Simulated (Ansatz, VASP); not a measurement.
**SnPbO2 in VASP and in Ansatz**

```
Sn Pb O
1.0
     3.94514    0.00000    0.00000
     0.00000    3.94514    0.00000
     0.00000    0.00000    5.23302
Sn Pb O
1 1 2
Cartesian
  1.9726 1.9726 1.1211
  0.0000 0.0000 3.9905
  1.9726 0.0000 0.0607
  0.0000 1.9726 0.0607
```

Alike in both runs: functional PBE; k mesh 8 × 8 × 6; occupations gaussian, width 0.02 eV; no spin polarisation.

Ansatz relaxed the structure, and its values are those at the end. VASP's run is a single point on that final structure, the one shown.

```csv
,VASP,Ansatz
version,VASP 6.6.1,Ansatz 0.2.0
potentials or method,"VASP PAW PBE potentials, release 64 (Sn_d, Pb_d, O), cutoff 520 eV","scalar-relativistic, plane waves, PAW"
valence electrons in the cell,40,40
```

```csv
,VASP,Ansatz,Ansatz less VASP
gap on the k mesh at the Fermi level (eV),1.09,1.08,-0.008
least direct gap on the mesh (eV),2.04,2.06,+0.020
pressure (GPa),0.1,0.0,-0.12
rms of the force components (eV/Å),0.024,0.000,-0.0236
```

With one functional, cell and mesh, what is left measures potentials, basis and numerics.

Spin-orbit coupling is off throughout.
